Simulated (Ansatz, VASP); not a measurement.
## Al: VASP beside Ansatz

```
Al
1.0
     2.83882    0.00000    0.00000
     0.00000    4.01470    0.00000
     0.00000    0.00000   21.67760
Al
5
Direct
  0.00000 0.00000 0.37358
  0.50000 0.50000 0.43459
  0.00000 0.00000 0.50000
  0.50000 0.50000 0.56541
  0.00000 0.00000 0.62642
```

Alike in both runs: functional PBEsol; k mesh 13 × 9 × 1; occupations fermi-dirac, width 0.1 eV; no spin polarisation.

Ansatz relaxed the structure, and its values are those at the end. VASP's run is a single point on that final structure, the one shown.

```csv
,VASP,Ansatz
version,VASP 6.6.1,Ansatz 0.2.0
potentials or method,"VASP PAW PBE potentials, release 64 (Al), cutoff 520 eV","all-electron LAPW, scalar-relativistic"
```

```csv
,VASP,Ansatz,Ansatz less VASP
rms of the force components (eV/Å),0.002,0.003,+0.0011
```

VASP's potentials were made for PBE, not for PBEsol. Ansatz ran all-electron here, and VASP with PAW potentials.
